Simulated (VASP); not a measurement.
Input of a VASP 6.6.1 run:

Contents of POSCAR:

```
Pb
1.0
    3.5030470293      0.0000000000      0.0000000000
   -1.7515235146      3.0337277180      0.0000000000
    0.0000000000      0.0000000000      5.6270209464
Pb
2
Direct
    0.6666666667      0.3333333333      0.7500000000
    0.3333333333      0.6666666667      0.2500000000
```

File INCAR.step1:

```
SYSTEM = Pb
PREC = Accurate
ENCUT = 520
ISMEAR = -1
SIGMA = 0.05
LREAL = .FALSE.
LASPH = .TRUE.
NELM = 60
NBANDS = 21
GGA = PE
ALGO = Normal
EDIFF = 1E-4
LWAVE = .TRUE.
LCHARG = .FALSE.
```

Contents of INCAR.step2:

```
SYSTEM = Pb
PREC = Accurate
ENCUT = 520
EDIFF = 1E-6
ISMEAR = -1
SIGMA = 0.05
LREAL = .FALSE.
LASPH = .TRUE.
NELM = 60
ALGO = Normal
ISIF = 2
LWAVE = .FALSE.
LCHARG = .FALSE.
METAGGA = R2SCAN
LMIXTAU = .TRUE.
NBANDS = 21
ISTART = 1
```

KPOINTS

```
regular mesh
0
G
  9 9 5
  0 0 0
```

Potentials or basis: VASP PAW PBE potentials, release 64 (Pb_d).

Command:

```sh
$ cat potpaw_PBE.64/Pb_d/POTCAR > POTCAR
$ cp INCAR.step1 INCAR
$ mpirun -np 1 vasp_std > vasp.out
$ cp INCAR.step2 INCAR
$ mpirun -np 1 vasp_std > vasp.out
```

(1) What does it give for the band gap on the k mesh?

(2) What does it give for the pressure?

Answers

(1) zero (band 14 reaches 13.21 eV, above the bottom of band 15 at 5.35 eV).

(2) 1.8 GPa.

Caveat: the PAW data sets were made with another functional, which shifts forces and pressure a little; spin-orbit coupling is left out, which moves the levels of the heavy elements.
